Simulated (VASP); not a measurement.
# NaI (Fm-3m) in VASP: single point with LDA

Aim: the single point of NaI with LDA.

Program: VASP 6.6.1. These are calculated values, not measurements. Logs are shortened: lines on timing, memory, paths and dates and some standing lists are left out, and cuts for length are marked.

## (1) The cell of the first run

The structure is cubic, space group Fm-3m (No. 225). The conventional cell has a = 6.473 Å, b = 6.473 Å, c = 6.473 Å, α = 90.00°, β = 90.00°, γ = 90.00°. Na (site symmetry m-3m) has 6 I at 3.24 Å within 4.3 Å. Within 4.3 Å of I (site symmetry m-3m) lie 6 Na at 3.24 Å.

## (2) Single point, LDA

INCAR

```
  PREC = Accurate
  ENCUT = 500
  EDIFF = 1E-6
  ISMEAR = 0
  SIGMA = 0.01
  LREAL = F
  LASPH = T
  NELM = 120
  ALGO = Normal
  ISIF = 2
  LWAVE = F
  LCHARG = T
  LELF = T
  LVHAR = T
  NBANDS = 14
  GGA_COMPAT = F
```

KPOINTS

```
regular mesh
0
Gamma
  6 6 6
```

POSCAR

```
NaI
1.0
    0.0000000000      3.2364000000      3.2364000000
    3.2364000000      0.0000000000      3.2364000000
    3.2364000000      3.2364000000      0.0000000000
Na I
1 1
Direct
    0.0000000000      0.0000000000      0.0000000000
    0.5000000000      0.5000000000      0.5000000000
```

Potentials or basis: VASP PAW LDA potentials, release 64 (Na_pv, I).

Run with:

```bash
$ cat potpaw_LDA.64/Na_pv/POTCAR potpaw_LDA.64/I/POTCAR > POTCAR
$ mpirun -np 1 vasp_std > vasp.out
```

OUTCAR:

```text
PREC = Accurate
   ENCUT = 500
   EDIFF = 1E-6
   ISMEAR = 0
   LREAL = F
   LASPH = T
   NELM = 120
   ISIF = 2

 ion  position               nearest neighbor table
   1  0.000  0.000  0.000-
   2  0.500  0.500  0.500-

  LATTYP: Found a face centered cubic cell.
 ALAT       =     6.4728000000

  Lattice vectors:

 A1 = (   0.0000000000,   3.2364000000,   3.2364000000)
 A2 = (   3.2364000000,   0.0000000000,   3.2364000000)
 A3 = (   3.2364000000,   3.2364000000,   0.0000000000)

Analysis of symmetry for initial positions (statically):
=====================================================================
 Subroutine PRICEL returns:
 Original cell was already a primitive cell.

 Routine SETGRP: Setting up the symmetry group for a
 face centered cubic supercell.

 Subroutine GETGRP returns: Found 48 space group operations
 (whereof 48 operations were pure point group operations)
 out of a pool of 48 trial point group operations.

The static configuration has the point symmetry O_h .

Analysis of symmetry for dynamics (positions and initial velocities):
=====================================================================
 Subroutine PRICEL returns:
 Original cell was already a primitive cell.

 Routine SETGRP: Setting up the symmetry group for a
 face centered cubic supercell.

 Subroutine GETGRP returns: Found 48 space group operations
 (whereof 48 operations were pure point group operations)
 out of a pool of 48 trial point group operations.

The dynamic configuration has the point symmetry O_h .

 Subroutine INISYM returns: Found 48 space group operations
 (whereof 48 operations are pure point group operations),
 and found     1 'primitive' translations

----------------------------------------------------------------------------------------

                                     Primitive cell

  volume of cell :      67.7980

  direct lattice vectors                    reciprocal lattice vectors
     0.000000000  3.236400000  3.236400000    -0.154492646  0.154492646  0.154492646
     3.236400000  0.000000000  3.236400000     0.154492646 -0.154492646  0.154492646
     3.236400000  3.236400000  0.000000000     0.154492646  0.154492646 -0.154492646

  length of vectors
     4.576960773  4.576960773  4.576960773     0.267589113  0.267589113  0.267589113

  position of ions in fractional coordinates (direct lattice)
     0.000000000  0.000000000  0.000000000
     0.500000000  0.500000000  0.500000000

  ion indices of the primitive-cell ions
   primitive index   ion index
                 1           1
                 2           2

----------------------------------------------------------------------------------------

 KPOINTS: regular mesh

Automatic generation of k-mesh.
 Grid dimensions read from file:
 generate k-points for:    6    6    6

 Generating k-lattice:

  Cartesian coordinates                     Fractional coordinates (reciprocal lattice)
    -0.025748774  0.025748774  0.025748774     0.166666667  0.000000000  0.000000000
     0.025748774 -0.025748774  0.025748774     0.000000000  0.166666667  0.000000000
     0.025748774  0.025748774 -0.025748774     0.000000000  0.000000000  0.166666667

  Length of vectors
     0.044598185  0.044598185  0.044598185

  Shift w.r.t. Gamma in fractional coordinates (k-lattice)
     0.000000000  0.000000000  0.000000000

 Subroutine IBZKPT returns following result:
 ===========================================

 Found     16 irreducible k-points:

 Following reciprocal coordinates:
            Coordinates               Weight
  0.000000  0.000000  0.000000      1.000000
  0.166667  0.000000  0.000000      8.000000
  0.333333  0.000000  0.000000      8.000000
  0.500000  0.000000  0.000000      4.000000
  0.166667  0.166667  0.000000      6.000000
  0.333333  0.166667  0.000000     24.000000
[... 8 lines left out ...]
 -0.333333  0.333333  0.166667     24.000000
 -0.333333  0.500000  0.166667     12.000000
   k-points           NKPTS =     16   k-points in BZ     NKDIM =     16   number of bands    NBANDS=     14
   number of dos      NEDOS =    301   number of ions     NIONS =      2
   total plane-waves  NPLWV =  46656
   dimension x,y,z NGX =    36 NGY =   36 NGZ =   36
   dimension x,y,z NGXF=    72 NGYF=   72 NGZF=   72
   ions per type =               1   1
   NGX,Y,Z   is equivalent  to a cutoff of  13.08, 13.08, 13.08 a.u.
   NGXF,Y,Z  is equivalent  to a cutoff of  26.15, 26.15, 26.15 a.u.
 SYSTEM =  unknown system
   PREC   = accura    normal or accurate (medium, high low for compatibility)
   ISTART =      0    job   : 0-new  1-cont  2-samecut
   ICHARG =      2    charge: 1-file 2-atom 10-const
   ISPIN  =      1    spin polarized calculation?
   LNONCOLLINEAR =      F non collinear calculations
   LSORBIT =      F    spin-orbit coupling
   LASPH  =      T    aspherical Exc in radial PAW
   ENCUT  =  500.0 eV  36.75 Ry    6.06 a.u.   8.34  8.34  8.34*2*pi/ulx,y,z
   NELM   =    120;   NELMIN=  2; NELMDL= -5     # of ELM steps
   EDIFF  = 0.1E-05   stopping-criterion for ELM
   LREAL  =      F    real-space projection
   EDIFFG = 0.1E-04   stopping-criterion for IOM
   NSW    =      0    number of steps for IOM
   IBRION =     -1    ionic relax: 0-MD 1-quasi-New 2-CG
   NFREE  =      0    steps in history (QN), initial steepest desc. (CG)
   ISIF   =      2    stress and relaxation
   ISYM   =      2    0-nonsym 1-usesym 2-fastsym
   POTIM  = 0.5000    time-step for ionic-motion
   TEBEG  =    0.0;   TEEND  =   0.0 temperature during run
   PSTRESS=    0.0 pullay stress
   NELECT =      14.0000    total number of electrons
   NUPDOWN=      -1.0000    fix difference up-down
   EMIN   =  10.00;   EMAX   =-10.00  energy-range for DOS
   EFERMI =   0.00;   METHOD = LEGACY
   ISMEAR =     0;   SIGMA  =   0.01  broadening in eV -4-tet -1-fermi 0-gaus
   EFERMI_NEDOS =   21; number of points for ismear=-14 and -15
   IALGO  =     38    algorithm
   IMIX   =      4    mixing-type and parameters
     AMIX     =   0.40;   BMIX     =  1.00
     AMIX_MAG =   1.60;   BMIX_MAG =  1.00
  volume/ion in A,a.u.               =      33.90       228.76
  Fermi-wavevector in a.u.,A,eV,Ry     =   0.967636  1.828567 12.739397  0.936319
  Thomas-Fermi vector in A             =   2.097538
   LORBIT       =      0    0 simple, 1 ext, 2 COOP (PROOUT), +10 PAW based schemes
   GGA     = CA    functional components
   LHFCALC =     F    Hartree Fock is set to
   AEXX    =    0.0000 exact exchange contribution
   IVDW    =     0    specifies the selected vdW correction
   LEPSILON=     F    determine dielectric tensor
   LRPA    =     F    only Hartree local field effects (RPA)
 non-spin polarized calculation
 Gauss-broadening in eV      SIGMA  =   0.01
  energy-cutoff  :      500.00
  volume of cell :       67.80
 maximum number of plane-waves:      1759
 NGX is ok and might be reduce to    36
   NGX = 17   NGY = 17   NGZ = 17

 number of electron      14.0000001 magnetization

 Free energy of the ion-electron system (eV)
  ---------------------------------------------------
  ext. energy  EPLUGINS =         0.00000000
  ---------------------------------------------------
  free energy    TOTEN  =        -5.98163948 eV

  energy without entropy =       -5.98163948  energy(sigma->0) =       -5.98163948

 E-fermi :   0.7335     XC(G=0):  -8.0999

 val. band max:        0.6191098637   @ k =   0.0000   0.0000   0.0000
 cond. band min:       3.9643543573   @ k =   0.0000   0.0000   0.0000
 fundamental gap:      3.3452444936
 Fermi energy:         0.7335191230

 k-point     1 :       0.0000    0.0000    0.0000
  band No.  band energies     occupation
      1     -21.7687      2.00000
      2     -21.7687      2.00000
      3     -21.7687      2.00000
      4     -10.4644      2.00000
      5       0.6191      2.00000
      6       0.6191      2.00000
      7       0.6191      2.00000
      8       3.9644      0.00000
      9       8.4159      0.00000
     10       8.4159      0.00000
     11       8.4159      0.00000
     12      10.2851      0.00000
     13      10.2851      0.00000
     14      10.8113      0.00000

 k-point     2 :       0.1667    0.0000    0.0000
  band No.  band energies     occupation
      1     -21.7701      2.00000
      2     -21.7688      2.00000
      3     -21.7688      2.00000
      4     -10.3897      2.00000
      5      -0.1512      2.00000
      6       0.5423      2.00000
      7       0.5423      2.00000
      8       4.8043      0.00000
      9       7.9013      0.00000
     10       8.5995      0.00000
     11       8.5995      0.00000
     12       9.7234      0.00000
     13       9.7234      0.00000
     14      11.1533      0.00000

 k-point     3 :       0.3333    0.0000    0.0000
  band No.  band energies     occupation
      1     -21.7729      2.00000
      2     -21.7690      2.00000
      3     -21.7690      2.00000
      4     -10.2315      2.00000
      5      -1.2035      2.00000
      6       0.3991      2.00000
      7       0.3991      2.00000
      8       5.4787      0.00000
      9       8.1575      0.00000
     10       8.1575      0.00000
     11       8.4022      0.00000
     12      10.4964      0.00000
     13      10.7750      0.00000
     14      10.7750      0.00000
[... 188 lines left out ...]
 k-point    15 :      -0.3333    0.3333    0.1667
  band No.  band energies     occupation
      1     -21.7727      2.00000
      2     -21.7710      2.00000
      3     -21.7699      2.00000
      4     -10.0834      2.00000
      5      -1.1516      2.00000
      6      -0.5880      2.00000
      7      -0.0468      2.00000
      8       6.4363      0.00000
      9       7.0611      0.00000
     10       8.3161      0.00000
     11       8.9379      0.00000
     12      10.8641      0.00000
     13      12.1308      0.00000
     14      13.5042      0.00000

 k-point    16 :      -0.3333    0.5000    0.1667
  band No.  band energies     occupation
      1     -21.7723      2.00000
      2     -21.7711      2.00000
      3     -21.7706      2.00000
      4     -10.0637      2.00000
      5      -1.0975      2.00000
      6      -0.5179      2.00000
      7      -0.2989      2.00000
      8       5.7627      0.00000
      9       6.9491      0.00000
     10       8.9973      0.00000
     11       9.0292      0.00000
     12      11.9534      0.00000
     13      12.8665      0.00000
     14      13.1225      0.00000

------------------------ aborting loop because EDIFF is reached ----------------------------------------

  FORCE on cell =-STRESS in cart. coord.  units (eV):
  Direction    XX          YY          ZZ          XY          YZ          ZX
  --------------------------------------------------------------------------------------
  -------------------------------------------------------------------------------------
  Total       -0.6868147     -0.6868147     -0.6868147      0.0000000      0.0000000     -0.0000000
  in kB      -16.2305641    -16.2305641    -16.2305641      0.0000000      0.0000000     -0.0000000
  external PRESSURE =     -16.2305641 kB  Pullay stress =       0.0000000 kB

 VOLUME and BASIS-vectors are now :
 -----------------------------------------------------------------------------
  energy-cutoff  :      500.00
  volume of cell :       67.80
      direct lattice vectors                 reciprocal lattice vectors
     0.000000000  3.236400000  3.236400000    -0.154492646  0.154492646  0.154492646
     3.236400000  0.000000000  3.236400000     0.154492646 -0.154492646  0.154492646
     3.236400000  3.236400000  0.000000000     0.154492646  0.154492646 -0.154492646

 POSITION                                       TOTAL-FORCE (eV/Angst)
 -----------------------------------------------------------------------------------
      0.00000      0.00000      0.00000        -0.000000     -0.000000      0.000000
      3.23640      3.23640      3.23640         0.000000      0.000000     -0.000000
 -----------------------------------------------------------------------------------
    total drift:                                0.000000      0.000000      0.000000

  FREE ENERGIE OF THE ION-ELECTRON SYSTEM (eV)
  ---------------------------------------------------
  free  energy   TOTEN  =        -5.9816394840 eV

  energy  without entropy=       -5.9816394840  energy(sigma->0) =       -5.98163948
```

Wall time 23 s (1 thread of Intel Xeon 8259CL, shared host); peak memory 0.18 GiB.

Results:

| Item | Value |
| --- | --- |
| Free energy | -5.9816 eV |
| Pressure | -1.6 GPa |
| Band gap on the k mesh | 3.35 eV |

Caveat: spin-orbit coupling is left out, which moves the levels of the heavy elements.
